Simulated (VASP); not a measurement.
SiC: single point with r2SCAN

The system is SiC.

```
CELL_PARAMETERS angstrom
1.53760 -2.66320 0.00000
0.00000 0.00000 -5.04817
13.12270 7.57639 0.00000
ATOMIC_POSITIONS crystal
Si 0.50000 0.99540 0.58585
Si 0.00000 0.99540 0.05859
Si 0.50000 0.99540 0.23434
Si 0.00000 0.99540 0.41010
Si 0.00000 0.49540 0.64444
Si 0.50000 0.49540 0.11717
Si 0.00000 0.49540 0.29293
Si 0.50000 0.49540 0.46868
C 0.50000 0.61960 0.58585
C 0.00000 0.61960 0.05859
C 0.50000 0.61960 0.23434
C 0.00000 0.61960 0.41010
C 0.00000 0.11960 0.64444
C 0.50000 0.11960 0.11717
C 0.00000 0.11960 0.29293
C 0.50000 0.11960 0.46868
```

```
Program                : VASP 6.6.1
Task                   : single point
Functional             : r2SCAN
Potentials or basis    : VASP PAW PBE potentials, release 64 (Si, C)
Cutoff                 : 520 eV
k mesh                 : 7 × 5 × 2
Occupations            : gaussian, width 0.05 eV
Spin                   : no spin polarisation
Dipole correction      : no
Further INCAR settings : LREAL = Auto; ALGO = Normal; EDIFF = 1e-06; NBANDS = 46
```

```yaml
Pressure: -3.1 GPa
Largest_force: 3.243 eV/Å
Band_gap_on_the_k_mesh: 0.73 eV, indirect (least direct gap 0.74 eV)
```

Forces on the atoms (eV/Å):
```
Si   2.222  1.283 -0.976
Si   1.612  0.930  2.656
Si   0.068  0.039  0.658
Si   0.138  0.080 -0.038
Si  -1.612 -0.930  2.656
Si  -2.222 -1.283 -0.976
Si  -0.138 -0.080 -0.038
Si  -0.068 -0.039  0.658
C    0.904  0.522 -0.644
C    1.173  0.677 -1.552
C    0.478  0.276  0.000
C    0.235  0.136 -0.104
C   -1.173 -0.677 -1.552
C   -0.904 -0.522 -0.644
C   -0.235 -0.136 -0.104
C   -0.478 -0.276  0.000
```

Stress tensor (GPa, compression positive):
```
-2.24 -1.62  0.00
-1.62 -0.37  0.00
 0.00  0.00 -6.68
```

Levels at points of the mesh, in eV from the valence-band top:
```
           k point  band 29  band 30  band 31  band 32  band 33  band 34  band 35  band 36
(0.00, 0.00, 0.00)    -0.25    -0.14    -0.06     0.00     1.56     1.87     3.22     4.18
(0.00, 0.00, 0.50)    -0.28    -0.14    -0.01     0.00     1.61     1.83     3.22     4.18
```

Wall time 15 min on 1 thread of Intel(R) Xeon(R) Platinum 8375C CPU @ 2.90GHz (Ice Lake), with other jobs on the host, peak memory 0.43 GiB.

Caveat: the PAW data sets were made with another functional, which shifts forces and pressure a little. A k mesh can miss the band edges.
